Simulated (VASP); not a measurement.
# CuO in VASP: settings compared

The runs below take CuO through single point, with LDA, PBEsol, PBE.

Program: VASP 6.6.1. These are calculated values, not measurements. Logs are shortened: lines on timing, memory, paths and dates and some standing lists are left out, and cuts for length are marked.

**1. The cell of the first run**

The typed cell holds 2 atoms: a = 2.915 Å, b = 2.915 Å, c = 2.915 Å, α = 59.99°, β = 60.00°, γ = 60.01°.

**2. Single point, LDA**

The input, INCAR:

```
SYSTEM = CuO
PREC = Accurate
ENCUT = 520
EDIFF = 1E-6
ISMEAR = -1
SIGMA = 0.05
LREAL = .FALSE.
LASPH = .TRUE.
NELM = 60
ALGO = Normal
ISIF = 2
LWAVE = .FALSE.
LCHARG = .FALSE.
GGA = CA
NBANDS = 16
```

The input, KPOINTS:

```
Automatic mesh
0
G
  9 9 9
  0 0 0
```

The input, POSCAR:

```
CuO
1.0
    0.0000004476      2.0615008224      2.0610436551
    2.0616518736      0.0000006095      2.0610434933
    2.0616393299      2.0614881168      0.0000131532
Cu O
1 1
Direct
    0.0000025783      0.0000019647      0.9999911432
    0.4999974217      0.4999980353      0.5000088568
```

Potentials or basis: VASP PAW LDA potentials, release 64 (Cu, O).

Started as:

```bash
cat potpaw_LDA.64/Cu/POTCAR potpaw_LDA.64/O/POTCAR > POTCAR
mpirun -np 1 vasp_std > vasp.out
```

OUTCAR:

```text
SYSTEM = CuO
   PREC = Accurate
   ENCUT = 520
   EDIFF = 1E-6
   ISMEAR = -1
   LREAL = .FALSE.
   LASPH = .TRUE.
   NELM = 60
   ISIF = 2
   GGA = CA

 ion  position               nearest neighbor table
   1  0.000  0.000  1.000-   2 2.06   2 2.06   2 2.06   2 2.06   2 2.06   2 2.06
   2  0.500  0.500  0.500-   1 2.06   1 2.06   1 2.06   1 2.06   1 2.06   1 2.06

  LATTYP: Found a face centered orthorhombic cell.
 ALAT       =     4.1220739952
 B/A-ratio  =     1.0002218142
 C/A-ratio  =     1.0002951817

  Lattice vectors:

 A1 = (   2.0616514260,  -2.0615002129,  -0.0000001618)
 A2 = (   2.0616518736,   0.0000006095,   2.0610434933)
 A3 = (   0.0000125437,  -2.0614875073,   2.0610303401)

Analysis of symmetry for initial positions (statically):
=====================================================================
 Subroutine PRICEL returns:
 Original cell was already a primitive cell.

 Routine SETGRP: Setting up the symmetry group for a
 face centered orthorhombic supercell.

 Subroutine GETGRP returns: Found  2 space group operations
 (whereof  2 operations were pure point group operations)
 out of a pool of  8 trial point group operations.

The static configuration has the point symmetry C_1h.

Analysis of symmetry for dynamics (positions and initial velocities):
=====================================================================
 Subroutine PRICEL returns:
 Original cell was already a primitive cell.

 Routine SETGRP: Setting up the symmetry group for a
 face centered orthorhombic supercell.

 Subroutine GETGRP returns: Found  2 space group operations
 (whereof  2 operations were pure point group operations)
 out of a pool of  8 trial point group operations.

The dynamic configuration has the point symmetry C_1h.

 Subroutine INISYM returns: Found  2 space group operations
 (whereof  2 operations are pure point group operations),
 and found     1 'primitive' translations

----------------------------------------------------------------------------------------

                                     Primitive cell

  volume of cell :      17.5191

  direct lattice vectors                    reciprocal lattice vectors
     0.000000448  2.061500822  2.061043655    -0.242524788  0.242541030  0.242596305
[... 77 lines left out ...]
   PREC   = accura    normal or accurate (medium, high low for compatibility)
   ISTART =      0    job   : 0-new  1-cont  2-samecut
   ICHARG =      2    charge: 1-file 2-atom 10-const
   ISPIN  =      1    spin polarized calculation?
   LNONCOLLINEAR =      F non collinear calculations
   LSORBIT =      F    spin-orbit coupling
   LASPH  =      T    aspherical Exc in radial PAW
   ENCUT  =  520.0 eV  38.22 Ry    6.18 a.u.   5.42  5.42  5.42*2*pi/ulx,y,z
   NELM   =     60;   NELMIN=  2; NELMDL= -5     # of ELM steps
   EDIFF  = 0.1E-05   stopping-criterion for ELM
   LREAL  =      F    real-space projection
   EDIFFG = 0.1E-04   stopping-criterion for IOM
   NSW    =      0    number of steps for IOM
   IBRION =     -1    ionic relax: 0-MD 1-quasi-New 2-CG
   NFREE  =      0    steps in history (QN), initial steepest desc. (CG)
   ISIF   =      2    stress and relaxation
   ISYM   =      2    0-nonsym 1-usesym 2-fastsym
   POTIM  = 0.5000    time-step for ionic-motion
   TEBEG  =    0.0;   TEEND  =   0.0 temperature during run
   PSTRESS=    0.0 pullay stress
   NELECT =      17.0000    total number of electrons
   NUPDOWN=      -1.0000    fix difference up-down
   EMIN   =  10.00;   EMAX   =-10.00  energy-range for DOS
   EFERMI =   0.00;   METHOD = LEGACY
   ISMEAR =    -1;   SIGMA  =   0.05  broadening in eV -4-tet -1-fermi 0-gaus
   EFERMI_NEDOS =   21; number of points for ismear=-14 and -15
   IALGO  =     38    algorithm
   IMIX   =      4    mixing-type and parameters
     AMIX     =   0.40;   BMIX     =  1.00
     AMIX_MAG =   1.60;   BMIX_MAG =  1.00
  volume/ion in A,a.u.               =       8.76        59.11
  Fermi-wavevector in a.u.,A,eV,Ry     =   1.620767  3.062805 35.740938  2.626885
  Thomas-Fermi vector in A             =   2.714652
   LORBIT       =      0    0 simple, 1 ext, 2 COOP (PROOUT), +10 PAW based schemes
   GGA     = CA    functional components
   LHFCALC =     F    Hartree Fock is set to
   AEXX    =    0.0000 exact exchange contribution
   IVDW    =     0    specifies the selected vdW correction
   LEPSILON=     F    determine dielectric tensor
   LRPA    =     F    only Hartree local field effects (RPA)
 non-spin polarized calculation
  energy-cutoff  :      520.00
  volume of cell :       17.52
 maximum number of plane-waves:       495
 NGX is ok and might be reduce to    24
   NGX = 11   NGY = 11   NGZ = 11

 number of electron      17.0000002 magnetization

 Free energy of the ion-electron system (eV)
  ---------------------------------------------------
  ext. energy  EPLUGINS =         0.00000000
  ---------------------------------------------------
  free energy    TOTEN  =       -11.42091720 eV

  energy without entropy =      -11.41307706  energy(sigma->0) =      -11.41699713

 E-fermi :   7.1183     XC(G=0): -13.3898

 val. band max:        7.0634912950   @ k =  -0.3333   0.3333   0.3333
 cond. band min:       7.1388373692   @ k =  -0.4444   0.2222   0.0000
 fundamental gap:      0.0753460742
 Fermi energy:         7.1182955215

 k-point     1 :       0.0000    0.0000    0.0000
  band No.  band energies     occupation
      1     -12.9789      2.00000
      2       4.2993      2.00000
      3       4.2996      2.00000
      4       4.3006      2.00000
      5       4.3994      2.00000
      6       4.4004      2.00000
[... 433 lines left out ...]
      3       2.7112      2.00000
      4       3.1612      2.00000
      5       4.4305      2.00000
      6       4.6542      2.00000
[... 8 lines left out ...]
     15      28.5637      0.00000
     16      30.2766      0.00000

 [... further k-points ...]
[... 5 lines left out ...]
  --------------------------------------------------------------------------------------
  -------------------------------------------------------------------------------------
  Total        0.0788357      0.0795706      0.0820205      0.0000356      0.0000005      0.0000005
  in kB        7.2097737      7.2769826      7.5010383      0.0032582      0.0000477      0.0000464
  external PRESSURE =       7.3292649 kB  Pullay stress =       0.0000000 kB

 VOLUME and BASIS-vectors are now :
 -----------------------------------------------------------------------------
  energy-cutoff  :      520.00
  volume of cell :       17.52
      direct lattice vectors                 reciprocal lattice vectors
     0.000000448  2.061500822  2.061043655    -0.242524788  0.242541030  0.242596305
     2.061651874  0.000000610  2.061043493     0.242523260 -0.242542597  0.242596343
     2.061639330  2.061488117  0.000013153     0.242526211  0.242544020 -0.242597872

 POSITION                                       TOTAL-FORCE (eV/Angst)
 -----------------------------------------------------------------------------------
      2.06163      2.06148      0.00002         0.000203      0.000196      0.000000
      2.06166      2.06151      2.06104        -0.000203     -0.000196     -0.000000
 -----------------------------------------------------------------------------------
    total drift:                               -0.000014      0.000003      0.008918

  FREE ENERGIE OF THE ION-ELECTRON SYSTEM (eV)
  ---------------------------------------------------
  free  energy   TOTEN  =       -11.4209171992 eV

  energy  without entropy=      -11.4130770552  energy(sigma->0) =      -11.41699713
```

It took 48 s on 1 thread of AMD EPYC 7R13 (Zen 3), shared host; peak memory 0.14 GiB.

Results:

```yaml
Free_energy: -11.4209 eV
Pressure: 0.7 GPa
```

Caveat: an odd number of electrons without spin polarisation forces a metal; a magnetic or distorted state may lie lower; semilocal functionals often make such compounds metallic where correlation or magnetic order opens a gap, which also shifts bond lengths.

**3. Single point, PBEsol**

This run uses another cell than the first one, of 9.09 Å³/atom, 1.038 times its volume.

Changes to INCAR since step 2:

```diff
@@ -13,3 +13,3 @@
 LCHARG = .FALSE.
-GGA = CA
+GGA = PS
 NBANDS = 16
```

KPOINTS is that of step 2.

The input, POSCAR:

```
CuO
1.0
    0.0000851986      2.0870295528      2.0869180552
    2.0869384432      0.0001186629      2.0868845909
    2.0870390768      2.0870967220      0.0000180294
Cu O
1 1
Direct
   -0.0000008224     -0.0000011195      1.0000006952
    0.5000008224      0.5000011195      0.4999993048
```

Potentials or basis: VASP PAW PBE potentials, release 64 (Cu, O).

Started as:

```bash
cat potpaw_PBE.64/Cu/POTCAR potpaw_PBE.64/O/POTCAR > POTCAR
mpirun -np 1 vasp_std > vasp.out
```

OUTCAR:

```text
SYSTEM = CuO
   PREC = Accurate
   ENCUT = 520
   EDIFF = 1E-6
   ISMEAR = -1
   LREAL = .FALSE.
   LASPH = .TRUE.
   NELM = 60
   ISIF = 2
   GGA = PS

 ion  position               nearest neighbor table
   1  1.000  1.000  0.000-   2 2.09   2 2.09   2 2.09   2 2.09   2 2.09   2 2.09
   2  0.500  0.500  0.500-   1 2.09   1 2.09   1 2.09   1 2.09   1 2.09   1 2.09

  LATTYP: Found a base centered monoclinic cell.
 ALAT       =     4.1738923256
 B/A-ratio  =     0.9999741947
 C/A-ratio  =     1.5811854352
 COS(beta)  =    -0.9486834939

  Lattice vectors:

 A1 = (  -2.0869384432,  -0.0001186629,  -2.0868845909)
 A2 = (  -2.0869538782,  -0.0000671692,   2.0869000258)
 A3 = (   6.2609313982,   2.0872825541,   0.0000025945)

Analysis of symmetry for initial positions (statically):
=====================================================================
 Subroutine PRICEL returns:
 Original cell was already a primitive cell.

 Routine SETGRP: Setting up the symmetry group for a
 base centered monoclinic supercell.

 Subroutine GETGRP returns: Found  4 space group operations
 (whereof  4 operations were pure point group operations)
 out of a pool of  4 trial point group operations.

The static configuration has the point symmetry C_2h.

Analysis of symmetry for dynamics (positions and initial velocities):
=====================================================================
 Subroutine PRICEL returns:
 Original cell was already a primitive cell.

 Routine SETGRP: Setting up the symmetry group for a
 base centered monoclinic supercell.

 Subroutine GETGRP returns: Found  4 space group operations
 (whereof  4 operations were pure point group operations)
 out of a pool of  4 trial point group operations.

The dynamic configuration has the point symmetry C_2h.

 Subroutine INISYM returns: Found  4 space group operations
[... 106 lines left out ...]
   TEBEG  =    0.0;   TEEND  =   0.0 temperature during run
   PSTRESS=    0.0 pullay stress
   NELECT =      17.0000    total number of electrons
   NUPDOWN=      -1.0000    fix difference up-down
   EMIN   =  10.00;   EMAX   =-10.00  energy-range for DOS
   EFERMI =   0.00;   METHOD = LEGACY
   ISMEAR =    -1;   SIGMA  =   0.05  broadening in eV -4-tet -1-fermi 0-gaus
   EFERMI_NEDOS =   21; number of points for ismear=-14 and -15
   IALGO  =     38    algorithm
   IMIX   =      4    mixing-type and parameters
     AMIX     =   0.40;   BMIX     =  1.00
     AMIX_MAG =   1.60;   BMIX_MAG =  1.00
  volume/ion in A,a.u.               =       9.09        61.34
  Fermi-wavevector in a.u.,A,eV,Ry     =   1.600920  3.025300 34.870982  2.562945
  Thomas-Fermi vector in A             =   2.697980
   LORBIT       =      0    0 simple, 1 ext, 2 COOP (PROOUT), +10 PAW based schemes
   GGA     = PS    functional components
   LHFCALC =     F    Hartree Fock is set to
   AEXX    =    0.0000 exact exchange contribution
   IVDW    =     0    specifies the selected vdW correction
   LEPSILON=     F    determine dielectric tensor
   LRPA    =     F    only Hartree local field effects (RPA)
 non-spin polarized calculation
  energy-cutoff  :      520.00
  volume of cell :       18.18
 maximum number of plane-waves:       531
 NGX is ok and might be reduce to    24
   NGX = 11   NGY = 11   NGZ = 11

 number of electron      16.9999985 magnetization

 Free energy of the ion-electron system (eV)
  ---------------------------------------------------
  ext. energy  EPLUGINS =         0.00000000
  ---------------------------------------------------
  free energy    TOTEN  =       -10.48281098 eV

  energy without entropy =      -10.47445650  energy(sigma->0) =      -10.47863374

 E-fermi :   6.7110     XC(G=0): -12.9360

 val. band max:        6.6681400118   @ k =  -0.3333  -0.0000   0.3333
 cond. band min:       6.7321094909   @ k =   0.1111   0.0000   0.3333
 fundamental gap:      0.0639694791
 Fermi energy:         6.7110298692

 k-point     1 :       0.0000    0.0000    0.0000
  band No.  band energies     occupation
      1     -13.2538      2.00000
      2       4.0526      2.00000
      3       4.0528      2.00000
      4       4.0530      2.00000
      5       4.1169      2.00000
      6       4.1171      2.00000
[... 433 lines left out ...]
      3       2.7375      2.00000
      4       2.7385      2.00000
      5       3.2855      2.00000
      6       4.6246      2.00000
[... 8 lines left out ...]
     15      35.2875      0.00000
     16      37.4520      0.00000

 [... further k-points ...]
[... 5 lines left out ...]
  --------------------------------------------------------------------------------------
  -------------------------------------------------------------------------------------
  Total        0.0645065      0.0641551      0.0646818     -0.0005112      0.0000016     -0.0000005
  in kB        5.6852506      5.6542756      5.7007020     -0.0450553      0.0001403     -0.0000427
  external PRESSURE =       5.6800761 kB  Pullay stress =       0.0000000 kB

 VOLUME and BASIS-vectors are now :
 -----------------------------------------------------------------------------
  energy-cutoff  :      520.00
  volume of cell :       18.18
      direct lattice vectors                 reciprocal lattice vectors
     0.000085199  2.087029553  2.086918055    -0.239594304  0.239585617  0.239586863
     2.086938443  0.000118663  2.086884591     0.239596076 -0.239591528  0.239594547
     2.087039077  2.087096722  0.000018029     0.239572971  0.239570195 -0.239592775

 POSITION                                       TOTAL-FORCE (eV/Angst)
 -----------------------------------------------------------------------------------
      2.08702      2.08715      4.17380         0.000000      0.000000     -0.000000
      2.08703      2.08712      2.08691        -0.000000      0.000000      0.000000
 -----------------------------------------------------------------------------------
    total drift:                               -0.000853     -0.000256     -0.003903

  FREE ENERGIE OF THE ION-ELECTRON SYSTEM (eV)
  ---------------------------------------------------
  free  energy   TOTEN  =       -10.4828109779 eV

  energy  without entropy=      -10.4744565037  energy(sigma->0) =      -10.47863374
```

Wall time 52 s (1 thread of AMD EPYC 7R13 (Zen 3), shared host); peak memory 0.15 GiB.

Results:

```yaml
Free_energy: -10.4828 eV
Pressure: 0.6 GPa
```

Levels at points of the mesh, in eV from the Fermi level:
```csv
k point,band 7,band 8,band 9,band 10,band 11,band 12
"(0.00, 0.00, 0.00)",-2.59,-2.40,-2.40,1.49,18.00,18.74
```

Caveat: the PAW data sets were made with another functional, which shifts forces and pressure a little; an odd number of electrons without spin polarisation forces a metal; a magnetic or distorted state may lie lower; semilocal functionals often make such compounds metallic where correlation or magnetic order opens a gap, which also shifts bond lengths.

(Part 1 of 2 ends here.)
